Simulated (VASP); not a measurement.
# W in VASP: further runs

Runs on W. Level: LDA. Tasks: single point.

Everything below comes from runs of VASP 6.6.1. Logs are shortened: lines on timing, memory, paths and dates and some standing lists are left out, and cuts for length are marked.

### 1 The cell of the first run

Symmetry: C2/m, No. 12, monoclinic system. Conventional cell: a = 3.702 Å, b = 3.973 Å, c = 2.390 Å, α = 90.00°, β = 125.54°, γ = 90.00°. Within 3.2 Å of W (site symmetry 2/m) lie 12 W at 2.39 to 3.02 Å.

### 2 Single point, LDA (engineering shear strain xz -0.2250, normal strain along z -0.0750)

The input, INCAR:

```
PREC = Accurate
ENCUT = 520
EDIFF = 1E-7
ISMEAR = 0
SIGMA = 0.15
LREAL = False
LASPH = True
NELM = 60
ALGO = Fast
ISIF = 2
LWAVE = False
LCHARG = False
GGA = CA
NBANDS = 13
```

The input, KPOINTS:

```
Automatic mesh
0
Gamma
  20 20 20
```

The input, POSCAR:

```
W
1.0
   -0.2234788632      1.9864787842      1.8374928754
    1.7629999210      0.0000000000      1.6140140122
    1.9864787842      1.9864787842     -0.2234788632
W
1
Direct
    0.0000000000      0.0000000000      0.0000000000
```

Potentials or basis: VASP PAW LDA potentials, release 64 (W_sv).

Started as:

```sh
$ cat potpaw_LDA.64/W_sv/POTCAR > POTCAR
$ mpirun -np 1 vasp_std > vasp.out
```

OUTCAR:

```text
PREC = Accurate
   ENCUT = 520
   EDIFF = 1E-7
   ISMEAR = 0
   LREAL = False
   LASPH = True
   NELM = 60
   ISIF = 2
   GGA = CA

 ion  position               nearest neighbor table
   1  0.000  0.000  0.000-

  LATTYP: Found a base centered monoclinic cell.
 ALAT       =     3.7020658392
 B/A-ratio  =     1.0731731258
 C/A-ratio  =     0.6456482138
 COS(beta)  =    -0.5812645586

  Lattice vectors:

 A1 = (   0.2234788632,  -1.9864787842,  -1.8374928754)
 A2 = (   0.2234788632,   1.9864787842,  -1.8374928754)
 A3 = (   1.7629999210,   0.0000000000,   1.6140140122)

Analysis of symmetry for initial positions (statically):
=====================================================================
 Subroutine PRICEL returns:
 Original cell was already a primitive cell.

 Routine SETGRP: Setting up the symmetry group for a
 base centered monoclinic supercell.

 Subroutine GETGRP returns: Found  4 space group operations
 (whereof  4 operations were pure point group operations)
 out of a pool of  4 trial point group operations.

The static configuration has the point symmetry C_2h.

Analysis of symmetry for dynamics (positions and initial velocities):
=====================================================================
 Subroutine PRICEL returns:
 Original cell was already a primitive cell.

 Routine SETGRP: Setting up the symmetry group for a
 base centered monoclinic supercell.

 Subroutine GETGRP returns: Found  4 space group operations
 (whereof  4 operations were pure point group operations)
 out of a pool of  4 trial point group operations.

The dynamic configuration has the point symmetry C_2h.

 Subroutine INISYM returns: Found  4 space group operations
 (whereof  4 operations are pure point group operations),
 and found     1 'primitive' translations

----------------------------------------------------------------------------------------

                                     Primitive cell

  volume of cell :      14.3034

  direct lattice vectors                    reciprocal lattice vectors
    -0.223478863  1.986478784  1.837492875    -0.224156296  0.251701656  0.244847646
     1.762999921  0.000000000  1.614014012     0.286230347 -0.251701656  0.306921698
     1.986478784  1.986478784 -0.223478863     0.224156296  0.251701656 -0.244847646

  length of vectors
     2.715220217  2.390232196  2.818180037     0.416593493  0.489369455  0.416593493

  position of ions in fractional coordinates (direct lattice)
     0.000000000  0.000000000  0.000000000

  ion indices of the primitive-cell ions
   primitive index   ion index
                 1           1

----------------------------------------------------------------------------------------

 KPOINTS: Automatic mesh

Automatic generation of k-mesh.
 Grid dimensions read from file:
 generate k-points for:   20   20   20

 Generating k-lattice:

  Cartesian coordinates                     Fractional coordinates (reciprocal lattice)
    -0.011207815  0.012585083  0.012242382     0.050000000  0.000000000  0.000000000
     0.014311517 -0.012585083  0.015346085    -0.000000000  0.050000000 -0.000000000
     0.011207815  0.012585083 -0.012242382     0.000000000  0.000000000  0.050000000

  Length of vectors
     0.020829675  0.024468473  0.020829675

  Shift w.r.t. Gamma in fractional coordinates (k-lattice)
     0.000000000  0.000000000  0.000000000

 Subroutine IBZKPT returns following result:
 ===========================================

 Found   2112 irreducible k-points:

 Following reciprocal coordinates:
            Coordinates               Weight
  0.000000  0.000000  0.000000      1.000000
  0.050000  0.000000 -0.000000      4.000000
  0.100000  0.000000 -0.000000      4.000000
  0.150000  0.000000  0.000000      4.000000
  0.200000  0.000000 -0.000000      4.000000
  0.250000  0.000000 -0.000000      4.000000
[... 16 lines left out ...]
 -0.450000  0.050000  0.000000      4.000000
 -0.400000  0.050000 -0.000000      4.000000
 [... further k-points ...]
   k-points           NKPTS =   2112   k-points in BZ     NKDIM =   2112   number of bands    NBANDS=     13
   number of dos      NEDOS =    301   number of ions     NIONS =      1
   total plane-waves  NPLWV =   8640
   dimension x,y,z NGX =    20 NGY =   18 NGZ =   24
   dimension x,y,z NGXF=    40 NGYF=   36 NGZF=   48
   ions per type =               1
   NGX,Y,Z   is equivalent  to a cutoff of  12.25, 12.52, 14.16 a.u.
   NGXF,Y,Z  is equivalent  to a cutoff of  24.49, 25.04, 28.32 a.u.
 SYSTEM =  unknown system
   PREC   = accura    normal or accurate (medium, high low for compatibility)
   ISTART =      0    job   : 0-new  1-cont  2-samecut
   ICHARG =      2    charge: 1-file 2-atom 10-const
   ISPIN  =      1    spin polarized calculation?
   LNONCOLLINEAR =      F non collinear calculations
   LSORBIT =      F    spin-orbit coupling
   LASPH  =      T    aspherical Exc in radial PAW
   ENCUT  =  520.0 eV  38.22 Ry    6.18 a.u.   5.05  4.44  5.24*2*pi/ulx,y,z
   NELM   =     60;   NELMIN=  2; NELMDL= -5     # of ELM steps
   EDIFF  = 0.1E-06   stopping-criterion for ELM
   LREAL  =      F    real-space projection
   EDIFFG = 0.1E-05   stopping-criterion for IOM
   NSW    =      0    number of steps for IOM
   IBRION =     -1    ionic relax: 0-MD 1-quasi-New 2-CG
   NFREE  =      0    steps in history (QN), initial steepest desc. (CG)
   ISIF   =      2    stress and relaxation
   ISYM   =      2    0-nonsym 1-usesym 2-fastsym
   POTIM  = 0.5000    time-step for ionic-motion
   TEBEG  =    0.0;   TEEND  =   0.0 temperature during run
   PSTRESS=    0.0 pullay stress
   NELECT =      14.0000    total number of electrons
   NUPDOWN=      -1.0000    fix difference up-down
   EMIN   =  10.00;   EMAX   =-10.00  energy-range for DOS
   EFERMI =   0.00;   METHOD = LEGACY
   ISMEAR =     0;   SIGMA  =   0.15  broadening in eV -4-tet -1-fermi 0-gaus
   EFERMI_NEDOS =   21; number of points for ismear=-14 and -15
   IALGO  =     68    algorithm
   IMIX   =      4    mixing-type and parameters
     AMIX     =   0.40;   BMIX     =  1.00
     AMIX_MAG =   1.60;   BMIX_MAG =  1.00
  volume/ion in A,a.u.               =      14.30        96.52
  Fermi-wavevector in a.u.,A,eV,Ry     =   1.625439  3.071635 35.947311  2.642053
  Thomas-Fermi vector in A             =   2.718562
   LORBIT       =      0    0 simple, 1 ext, 2 COOP (PROOUT), +10 PAW based schemes
   GGA     = CA    functional components
   LHFCALC =     F    Hartree Fock is set to
   AEXX    =    0.0000 exact exchange contribution
   IVDW    =     0    specifies the selected vdW correction
   LEPSILON=     F    determine dielectric tensor
   LRPA    =     F    only Hartree local field effects (RPA)
 non-spin polarized calculation
 RMM-DIIS sequential band-by-band and
 Gauss-broadening in eV      SIGMA  =   0.15
  energy-cutoff  :      520.00
  volume of cell :       14.30
 maximum number of plane-waves:       401
   NGX = 11   NGY =  9   NGZ = 11

 number of electron      13.9999998 magnetization

 Free energy of the ion-electron system (eV)
  ---------------------------------------------------
  ext. energy  EPLUGINS =         0.00000000
  ---------------------------------------------------
  free energy    TOTEN  =       -13.25964571 eV

  energy without entropy =      -13.25228607  energy(sigma->0) =      -13.25596589

 E-fermi :  12.8154     XC(G=0): -14.3607

 val. band max:       12.8148397012   @ k =   0.0500  -0.2500   0.0500
 cond. band min:      12.8164627934   @ k =   0.1500   0.3500   0.1000
 fundamental gap:      0.0016230922
 Fermi energy:        12.8153668803

 k-point     1 :       0.0000    0.0000    0.0000
  band No.  band energies     occupation
      1     -60.7662      2.00000
      2     -24.6792      2.00000
      3     -24.4832      2.00000
      4     -23.6349      2.00000
      5       2.8762      2.00000
      6       9.4963      2.00000
      7       9.8149      2.00000
      8      14.8509      0.00000
      9      15.2320      0.00000
     10      16.7548      0.00000
     11      25.2820      0.00000
     12      29.1181      0.00000
     13      30.9353      0.00000

 k-point     2 :       0.0500    0.0000   -0.0000
  band No.  band energies     occupation
      1     -60.7630      2.00000
      2     -24.7015      2.00000
      3     -24.5019      2.00000
      4     -23.6388      2.00000
      5       2.9879      2.00000
      6       9.5153      2.00000
      7       9.7922      2.00000
      8      14.8893      0.00000
      9      15.1855      0.00000
     10      16.7329      0.00000
     11      25.4902      0.00000
     12      29.0224      0.00000
     13      30.9901      0.00000

 k-point     3 :       0.1000    0.0000   -0.0000
  band No.  band energies     occupation
      1     -60.7536      2.00000
      2     -24.7848      2.00000
      3     -24.5367      2.00000
      4     -23.6501      2.00000
      5       3.3100      2.00000
      6       9.5437      2.00000
      7       9.7566      2.00000
      8      14.9851      0.00000
      9      15.0775      0.00000
     10      16.6966      0.00000
     11      26.0712      0.00000
     12      28.6241      0.00000
     13      31.3331      0.00000

 k-point     4 :       0.1500    0.0000    0.0000
  band No.  band energies     occupation
      1     -60.7390      2.00000
      2     -24.9416      2.00000
      3     -24.5605      2.00000
      4     -23.6674      2.00000
      5       3.8023      2.00000
      6       9.5100      2.00000
      7       9.7924      2.00000
      8      14.9565      0.00000
      9      15.1090      0.00000
     10      16.7258      0.00000
     11      26.8998      0.00000
     12      27.9247      0.00000
     13      32.0951      0.00000

 k-point     5 :       0.2000    0.0000   -0.0000
  band No.  band energies     occupation
      1     -60.7206      2.00000
      2     -25.1503      2.00000
      3     -24.5742      2.00000
      4     -23.6890      2.00000
      5       4.3934      2.00000
      6       9.4604      2.00000
      7       9.8834      2.00000
      8      14.9373      0.00000
      9      15.1533      0.00000
     10      16.9151      0.00000
     11      27.0071      0.00000
     12      27.8583      0.00000
     13      33.1869      0.00000

 k-point     6 :       0.2500    0.0000   -0.0000
  band No.  band energies     occupation
      1     -60.7002      2.00000
      2     -25.3814      2.00000
      3     -24.5834      2.00000
      4     -23.7126      2.00000
      5       4.9791      2.00000
      6       9.4657      2.00000
      7      10.0199      2.00000
      8      15.0561      0.00000
      9      15.1083      0.00000
     10      17.2956      0.00000
     11      26.1119      0.00000
     12      28.5064      0.00000
     13      34.4368      0.00000

 k-point     7 :       0.3000    0.0000    0.0000
  band No.  band energies     occupation
      1     -60.6797      2.00000
      2     -25.6084      2.00000
      3     -24.5903      2.00000
      4     -23.7359      2.00000
      5       5.4445      2.00000
      6       9.4880      2.00000
      7      10.3215      2.00000
      8      14.9901      0.00000
      9      15.3324      0.00000
     10      17.8102      0.00000
     11      25.2273      0.00000
     12      28.5614      0.00000
     13      34.9168      0.00000
[... 193 lines left out ...]
 k-point    20 :       0.4000    0.0500    0.0000
  band No.  band energies     occupation
      1     -60.6423      2.00000
      2     -25.9030      2.00000
      3     -24.6169      2.00000
      4     -23.8413      2.00000
      5       6.0062      2.00000
      6       9.5373      2.00000
      7      11.3182      2.00000
      8      14.5149      0.00000
      9      15.9533      0.00000
     10      18.6703      0.00000
     11      24.0084      0.00000
     12      27.9193      0.00000
     13      32.6570      0.00000

 k-point    21 :       0.4500    0.0500   -0.0000
  band No.  band energies     occupation
      1     -60.6311      2.00000
      2     -26.0206      2.00000
      3     -24.6168      2.00000
      4     -23.8569      2.00000
      5       6.0763      2.00000
      6       9.4820      2.00000
      7      11.9529      2.00000
      8      14.4344      0.00000
      9      16.1185      0.00000
     10      19.1312      0.00000
     11      23.6010      0.00000
     12      27.2258      0.00000
     13      31.7355      0.00000

 k-point    22 :       0.5000    0.0500   -0.0000
  band No.  band energies     occupation
      1     -60.6257      2.00000
      2     -26.0759      2.00000
      3     -24.6146      2.00000
      4     -23.8664      2.00000
      5       6.0980      2.00000
      6       9.4583      2.00000
      7      12.2530      2.00000
      8      14.4191      0.00000
      9      16.2026      0.00000
     10      19.3651      0.00000
     11      23.4591      0.00000
     12      26.7946      0.00000
     13      31.3766      0.00000

 k-point    23 :      -0.4500    0.0500    0.0000
  band No.  band energies     occupation
      1     -60.6268      2.00000
      2     -26.0647      2.00000
      3     -24.6107      2.00000
      4     -23.8686      2.00000
      5       6.0968      2.00000
      6       9.4766      2.00000
      7      12.0794      2.00000
      8      14.4271      0.00000
      9      16.2126      0.00000
     10      19.3668      0.00000
     11      23.5231      0.00000
     12      26.8412      0.00000
     13      31.5668      0.00000

 k-point    24 :      -0.4000    0.0500   -0.0000
  band No.  band energies     occupation
      1     -60.6343      2.00000
      2     -25.9877      2.00000
      3     -24.6054      2.00000
      4     -23.8634      2.00000
      5       6.0651      2.00000
      6       9.5326      2.00000
      7      11.5504      2.00000
      8      14.4447      0.00000
      9      16.0403      0.00000
     10      19.1460      0.00000
     11      23.8760      0.00000
     12      27.3303      0.00000
     13      32.2202      0.00000

 [... further k-points ...]
[... 5 lines left out ...]
  --------------------------------------------------------------------------------------
  -------------------------------------------------------------------------------------
  Total        5.2068792      3.6825081      4.2304014      0.0000000      0.0000000      3.7274177
  in kB      583.2406577    412.4905443    473.8619837      0.0000000      0.0000000    417.5210306
  external PRESSURE =     489.8643953 kB  Pullay stress =       0.0000000 kB

 VOLUME and BASIS-vectors are now :
 -----------------------------------------------------------------------------
  energy-cutoff  :      520.00
  volume of cell :       14.30
      direct lattice vectors                 reciprocal lattice vectors
    -0.223478863  1.986478784  1.837492875    -0.224156296  0.251701656  0.244847646
     1.762999921  0.000000000  1.614014012     0.286230347 -0.251701656  0.306921698
     1.986478784  1.986478784 -0.223478863     0.224156296  0.251701656 -0.244847646

 POSITION                                       TOTAL-FORCE (eV/Angst)
 -----------------------------------------------------------------------------------
      0.00000      0.00000      0.00000         0.000000      0.000000     -0.000000
 -----------------------------------------------------------------------------------
    total drift:                                0.000000     -0.000000     -0.000000

  FREE ENERGIE OF THE ION-ELECTRON SYSTEM (eV)
  ---------------------------------------------------
  free  energy   TOTEN  =       -13.2596457141 eV

  energy  without entropy=      -13.2522860689  energy(sigma->0) =      -13.25596589
```

Wall time 4.7 min (1 thread of Intel Xeon Platinum 8259CL at 2.50GHz (Skylake/Cascade Lake), shared host); peak memory 0.45 GiB.

What came out:

```
Free energy            : -13.2596 eV
Pressure               : 49.0 GPa
Band gap on the k mesh : zero (bands 7 and 8 overlap by 5.04 eV)
```

Caveat: the cell differs from its parent crystal (engineering shear strain xz -0.2250, normal strain along z -0.0750); the stress differs along the axes, from 41 to 58 GPa; spin-orbit coupling is left out, which moves the levels of the heavy elements.

(Part 1 of 2 ends here.)
